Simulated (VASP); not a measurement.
# Si5Ge3 (P1) in VASP: single point with PBEsol

Aim: the single point of Si5Ge3 with PBEsol.

All numbers are computed with VASP 6.6.1; they aren't measurements. Logs are shortened: lines on timing, memory, paths and dates and some standing lists are left out, and cuts for length are marked.

### 1 The cell of the first run

The typed cell holds 64 atoms: a = 11.024 Å, b = 11.024 Å, c = 11.024 Å, α = 90.00°, β = 90.00°, γ = 90.00°.

### 2 Single point, PBEsol

The input, INCAR:

```
PREC = Accurate
ENCUT = 550
EDIFF = 1E-6
ISMEAR = -1
SIGMA = 0.05
LREAL = Auto
LASPH = T
NELM = 120
ALGO = Normal
ISIF = 2
LWAVE = F
LCHARG = F
GGA = PS
NBANDS = 286
ISYM = -1
GGA_COMPAT = F
```

The input, KPOINTS:

```
explicit points
1
Reciprocal
  0.25000000   0.25000000   0.25000000 1
```

The input, POSCAR:

```
Si5Ge3
1.0
   11.0241023514      0.0000000000      0.0000000000
    0.0000000000     11.0241023514      0.0000000000
    0.0000000000      0.0000000000     11.0241023514
Ge Si
24 40
Direct
    0.0017920000      0.0014050000      0.9986400000
    0.4993990000      0.5004930000      0.4991440000
    0.1264230000      0.1226570000      0.6245130000
    0.1252420000      0.6258140000      0.1246290000
    0.6237340000      0.6249590000      0.1249260000
    0.2503510000      0.2501250000      0.0014550000
    0.2497240000      0.7506140000      0.4993060000
    0.7470510000      0.2474150000      0.9987340000
    0.7497090000      0.2507970000      0.5020390000
    0.3743920000      0.8752540000      0.1249890000
    0.8766080000      0.3754700000      0.1261770000
    0.8727660000      0.8732680000      0.1262830000
    0.8724820000      0.8757540000      0.6235990000
    0.2494700000      0.4997340000      0.7498730000
    0.7493420000      0.5015980000      0.7504780000
    0.3741970000      0.1229100000      0.3764750000
    0.8755250000      0.1226900000      0.3721920000
    0.8744810000      0.6252900000      0.3762470000
    0.9986230000      0.2513850000      0.7514000000
    0.0013440000      0.7491550000      0.7520480000
    0.5016010000      0.2516270000      0.2485990000
    0.4988660000      0.2486150000      0.7499580000
    0.5006430000      0.7513790000      0.7514540000
    0.1265640000      0.3754820000      0.3756980000
    0.0006420000      0.9978210000      0.4976850000
    0.9990350000      0.5007770000      0.9984740000
    0.9999010000      0.4998170000      0.5021880000
    0.5008180000      0.0004100000      0.9990840000
    0.5010840000      0.9980370000      0.5020840000
    0.4970840000      0.4996340000      0.9983870000
    0.1255110000      0.1257040000      0.1278990000
    0.1235520000      0.6237160000      0.6236100000
    0.6234200000      0.1214260000      0.1247400000
    0.6243410000      0.1223220000      0.6257070000
    0.6249710000      0.6272300000      0.6241190000
    0.2516850000      0.2503830000      0.5017430000
    0.2504490000      0.7497420000      0.9973980000
    0.7491990000      0.7497960000      0.9978910000
    0.7459520000      0.7500740000      0.4990890000
    0.3759280000      0.3783740000      0.1248370000
    0.3737880000      0.3735230000      0.6239100000
    0.3757830000      0.8769230000      0.6258430000
    0.8760260000      0.3774360000      0.6253430000
    0.2463160000      0.9995340000      0.2499280000
    0.2527980000      0.9982570000      0.7511230000
    0.2528630000      0.5011920000      0.2492430000
    0.7448090000      0.9980980000      0.2500470000
    0.7480670000      0.0008540000      0.7508990000
    0.7491360000      0.4991980000      0.2507680000
    0.3748680000      0.1221340000      0.8757090000
    0.3750370000      0.6257940000      0.3723570000
    0.3748510000      0.6253680000      0.8767340000
    0.8725960000      0.1235650000      0.8727090000
    0.8747570000      0.6256930000      0.8782500000
    0.0021640000      0.2488670000      0.2492240000
    0.0007910000      0.7510910000      0.2520040000
    0.4994870000      0.7509530000      0.2524030000
    0.1235770000      0.3765810000      0.8773630000
    0.1236560000      0.8758220000      0.3736220000
    0.1294880000      0.8754210000      0.8746550000
    0.6269220000      0.3764070000      0.3747610000
    0.6219890000      0.3763080000      0.8760500000
    0.6231830000      0.8747400000      0.3761610000
    0.6270560000      0.8774600000      0.8770990000
```

Potentials or basis: VASP PAW PBE potentials, release 64 (Ge_d, Si).

Command:

```console
$ cat potpaw_PBE.64/Ge_d/POTCAR potpaw_PBE.64/Si/POTCAR > POTCAR
$ mpirun -np 1 vasp_std > vasp.out
```

OUTCAR:

```text
PREC = Accurate
   ENCUT = 550
   EDIFF = 1E-6
   ISMEAR = -1
   LREAL = Auto
   LASPH = T
   NELM = 120
   ISIF = 2
   GGA = PS
   ISYM = -1

 ion  position               nearest neighbor table
   1  0.002  0.001  0.999-  31 2.40  53 2.40  60 2.40  12 2.45
   2  0.499  0.500  0.499-  61 2.39  51 2.40  35 2.40  41 2.40
   3  0.126  0.123  0.625-  36 2.39  45 2.40  25 2.40  19 2.44
   4  0.125  0.626  0.125-  37 2.40  46 2.40  56 2.40  26 2.40
   5  0.624  0.625  0.125-  49 2.40  38 2.40  57 2.40  30 2.41
   6  0.250  0.250  0.001-  31 2.39  40 2.40  58 2.40  50 2.41
[... 56 lines left out ...]
  63  0.623  0.875  0.376-  39 2.36  47 2.36  57 2.36  29 2.36
  64  0.627  0.877  0.877-  48 2.36  38 2.36  28 2.36  23 2.41

IMPORTANT INFORMATION: All symmetrisations will be switched off!
NOSYMM: (Re-)initialisation of all symmetry stuff for point group C_1.

----------------------------------------------------------------------------------------

                                     Primitive cell

  volume of cell :    1339.7683

  direct lattice vectors                    reciprocal lattice vectors
    11.024102351  0.000000000  0.000000000     0.090710333  0.000000000  0.000000000
     0.000000000 11.024102351  0.000000000     0.000000000  0.090710333  0.000000000
     0.000000000  0.000000000 11.024102351     0.000000000  0.000000000  0.090710333

  length of vectors
    11.024102351 11.024102351 11.024102351     0.090710333  0.090710333  0.090710333

  position of ions in fractional coordinates (direct lattice)
     0.001792000  0.001405000  0.998640000
     0.499399000  0.500493000  0.499144000
     0.126423000  0.122657000  0.624513000
     0.125242000  0.625814000  0.124629000
     0.623734000  0.624959000  0.124926000
     0.250351000  0.250125000  0.001455000
[... 56 lines left out ...]
     0.623183000  0.874740000  0.376161000
     0.627056000  0.877460000  0.877099000

  ion indices of the primitive-cell ions
   primitive index   ion index
                 1           1
                 2           2
                 3           3
                 4           4
                 5           5
                 6           6
[... 56 lines left out ...]
                63          63
                64          64

----------------------------------------------------------------------------------------

 KPOINTS: explicit points

Read explicit list of k-points.

 Found      1 k-points:

 Following reciprocal coordinates:
            Coordinates               Weight
  0.250000  0.250000  0.250000      1.000000
   k-points           NKPTS =      1   k-points in BZ     NKDIM =      1   number of bands    NBANDS=    286
   number of dos      NEDOS =    301   number of ions     NIONS =     64
   total plane-waves  NPLWV = 592704
   dimension x,y,z NGX =    84 NGY =   84 NGZ =   84
   dimension x,y,z NGXF=   168 NGYF=  168 NGZF=  168
   ions per type =              24  40
   NGX,Y,Z   is equivalent  to a cutoff of  12.67, 12.67, 12.67 a.u.
   NGXF,Y,Z  is equivalent  to a cutoff of  25.33, 25.33, 25.33 a.u.
 SYSTEM =  unknown system
   PREC   = accura    normal or accurate (medium, high low for compatibility)
   ISTART =      0    job   : 0-new  1-cont  2-samecut
   ICHARG =      2    charge: 1-file 2-atom 10-const
   ISPIN  =      1    spin polarized calculation?
   LNONCOLLINEAR =      F non collinear calculations
   LSORBIT =      F    spin-orbit coupling
   LASPH  =      T    aspherical Exc in radial PAW
   ENCUT  =  550.0 eV  40.42 Ry    6.36 a.u.  21.08 21.08 21.08*2*pi/ulx,y,z
   NELM   =    120;   NELMIN=  2; NELMDL= -5     # of ELM steps
   EDIFF  = 0.1E-05   stopping-criterion for ELM
   LREAL  =      T    real-space projection
   EDIFFG = 0.1E-04   stopping-criterion for IOM
   NSW    =      0    number of steps for IOM
   IBRION =     -1    ionic relax: 0-MD 1-quasi-New 2-CG
   NFREE  =      0    steps in history (QN), initial steepest desc. (CG)
   ISIF   =      2    stress and relaxation
   ISYM   =     -1    0-nonsym 1-usesym 2-fastsym
   POTIM  = 0.5000    time-step for ionic-motion
   TEBEG  =    0.0;   TEEND  =   0.0 temperature during run
   PSTRESS=    0.0 pullay stress
   NELECT =     496.0000    total number of electrons
   NUPDOWN=      -1.0000    fix difference up-down
   EMIN   =  10.00;   EMAX   =-10.00  energy-range for DOS
   EFERMI =   0.00;   METHOD = LEGACY
   ISMEAR =    -1;   SIGMA  =   0.05  broadening in eV -4-tet -1-fermi 0-gaus
   EFERMI_NEDOS =   21; number of points for ismear=-14 and -15
   IALGO  =     38    algorithm
   IMIX   =      4    mixing-type and parameters
     AMIX     =   0.40;   BMIX     =  1.00
     AMIX_MAG =   1.60;   BMIX_MAG =  1.00
  volume/ion in A,a.u.               =      20.93       141.27
  Fermi-wavevector in a.u.,A,eV,Ry     =   1.175508  2.221387 18.800781  1.381818
  Thomas-Fermi vector in A             =   2.311887
   LORBIT       =      0    0 simple, 1 ext, 2 COOP (PROOUT), +10 PAW based schemes
   GGA     = PS    functional components
   LHFCALC =     F    Hartree Fock is set to
   AEXX    =    0.0000 exact exchange contribution
   IVDW    =     0    specifies the selected vdW correction
   LEPSILON=     F    determine dielectric tensor
   LRPA    =     F    only Hartree local field effects (RPA)
 non-spin polarized calculation
  energy-cutoff  :      550.00
  volume of cell :     1339.77
 maximum number of plane-waves:     39249
 NGX is ok and might be reduce to    84
   NGX = 43   NGY = 43   NGZ = 43

 number of electron     496.0000168 magnetization

 Free energy of the ion-electron system (eV)
  ---------------------------------------------------
  ext. energy  EPLUGINS =         0.00000000
  ---------------------------------------------------
  free energy    TOTEN  =      -347.62746353 eV

  energy without entropy =     -347.62733200  energy(sigma->0) =     -347.62739777

 E-fermi :   5.6503     XC(G=0):  -9.8042

 val. band max:        5.1283096474   @ k =   0.2500   0.2500   0.2500
 cond. band min:       6.1555890403   @ k =   0.2500   0.2500   0.2500
 fundamental gap:      1.0272793930
 Fermi energy:         5.6502501098

 k-point     1 :       0.2500    0.2500    0.2500
  band No.  band energies     occupation
      1     -18.9565      2.00000
      2     -18.9554      2.00000
      3     -18.9531      2.00000
      4     -18.9525      2.00000
      5     -18.9522      2.00000
      6     -18.9460      2.00000
[... 252 lines left out ...]
    259       7.2376      0.00000
    260       7.2725      0.00000
 [bands above 260 left out]

------------------------ aborting loop because EDIFF is reached ----------------------------------------

  FORCE on cell =-STRESS in cart. coord.  units (eV):
  Direction    XX          YY          ZZ          XY          YZ          ZX
  --------------------------------------------------------------------------------------
  -------------------------------------------------------------------------------------
  Total        0.3857042      0.3625689      0.3290121     -9.2382498     -9.1533511     -9.0819491
  in kB        0.4612488      0.4335821      0.3934529    -11.0476669    -10.9461399    -10.8607530
  external PRESSURE =       0.4294279 kB  Pullay stress =       0.0000000 kB

 VOLUME and BASIS-vectors are now :
 -----------------------------------------------------------------------------
  energy-cutoff  :      550.00
  volume of cell :     1339.77
      direct lattice vectors                 reciprocal lattice vectors
    11.024102351  0.000000000  0.000000000     0.090710333  0.000000000  0.000000000
     0.000000000 11.024102351  0.000000000     0.000000000  0.090710333  0.000000000
     0.000000000  0.000000000 11.024102351     0.000000000  0.000000000  0.090710333

 POSITION                                       TOTAL-FORCE (eV/Angst)
 -----------------------------------------------------------------------------------
      0.01976      0.01549     11.00911        -0.010919      0.001903      0.001423
      5.50543      5.51749      5.50261         0.006441     -0.007459      0.004965
      1.39370      1.35218      6.88470         0.001806     -0.002830     -0.000217
      1.38068      6.89904      1.37392        -0.004572      0.013715     -0.007010
      6.87611      6.88961      1.37720        -0.000427      0.013819     -0.004693
      2.75990      2.75740      0.01604        -0.002875     -0.000711      0.003436
[... 56 lines left out ...]
      6.87003      9.64322      4.14684        -0.008975      0.001919      0.008910
      6.91273      9.67321      9.66923         0.011299      0.011388     -0.001314
 -----------------------------------------------------------------------------------
    total drift:                                0.010176     -0.006087     -0.004718

  FREE ENERGIE OF THE ION-ELECTRON SYSTEM (eV)
  ---------------------------------------------------
  free  energy   TOTEN  =      -347.6274635312 eV

  energy  without entropy=     -347.6273320043  energy(sigma->0) =     -347.62739777
```

Run time: 8 min. Hardware: 1 thread of Intel Xeon Platinum 8559C (Emerald Rapids), shared host; peak memory 1.2 GiB.

Results:

| Property | Result |
| --- | --- |
| Free energy | -347.6275 eV |
| Pressure | 0.0 GPa |
| Largest force | 0.034 eV/Å |
| Band gap on the k mesh | 1.03 eV |

Forces in eV/Å, atoms in the order of the input:
```
Ge  -0.011  0.002  0.001
Ge   0.006 -0.007  0.005
Ge   0.002 -0.003  0.000
Ge  -0.005  0.014 -0.007
Ge   0.000  0.014 -0.005
Ge  -0.003 -0.001  0.003
Ge   0.006 -0.004  0.000
Ge   0.004 -0.004  0.007
Ge   0.009 -0.002  0.003
Ge   0.000  0.010 -0.001
Ge  -0.010  0.002 -0.011
Ge   0.009  0.013  0.008
Ge  -0.005 -0.005  0.006
Ge  -0.009  0.003  0.000
Ge  -0.009 -0.006  0.004
Ge   0.000  0.000 -0.003
Ge   0.002  0.004  0.004
Ge  -0.005 -0.010  0.001
Ge  -0.006  0.001  0.006
Ge  -0.013  0.001 -0.003
Ge   0.007 -0.013  0.011
Ge  -0.004  0.001 -0.003
Ge  -0.013 -0.007 -0.002
Ge   0.003 -0.008 -0.006
Si  -0.003  0.011  0.006
Si  -0.008 -0.009  0.023
Si  -0.007  0.024 -0.007
Si  -0.011 -0.024  0.005
Si  -0.001  0.010 -0.015
Si   0.001 -0.011  0.016
Si  -0.002 -0.001 -0.014
Si   0.015 -0.011  0.010
Si  -0.002  0.029 -0.001
Si  -0.001  0.010  0.004
Si  -0.005 -0.004  0.006
Si  -0.013  0.005 -0.003
Si  -0.006 -0.009  0.011
Si  -0.021 -0.024  0.007
Si   0.020  0.007 -0.007
Si  -0.009  0.000 -0.007
Si   0.011  0.001  0.006
Si   0.008 -0.013  0.006
Si   0.001 -0.019 -0.007
Si   0.015  0.001  0.001
Si  -0.017  0.013 -0.009
Si  -0.006 -0.015  0.014
Si   0.010 -0.015 -0.008
Si  -0.003 -0.004 -0.011
Si   0.024 -0.006  0.008
Si   0.009  0.016  0.002
Si  -0.015  0.011  0.009
Si   0.014  0.008 -0.017
Si   0.012  0.011 -0.001
Si   0.023  0.013 -0.021
Si  -0.006  0.005  0.011
Si   0.002 -0.011 -0.004
Si   0.009 -0.008 -0.010
Si   0.010 -0.001 -0.019
Si  -0.006  0.000  0.000
Si   0.005 -0.010  0.009
Si  -0.021  0.003 -0.008
Si   0.011  0.008 -0.014
Si  -0.009  0.002  0.009
Si   0.011  0.011 -0.001
```

Levels at points of the mesh, in eV from the valence-band top:
```tsv
k point	band 246	band 247	band 248	band 249	band 250	band 251
(0.25, 0.25, 0.25)	-0.51	0.00	0.00	1.03	1.09	1.13
```

Caveat: the PAW data sets were made with another functional, which shifts forces and pressure a little; a shifted mesh leaves out Γ, where band edges can lie. A k mesh can miss the band edges.
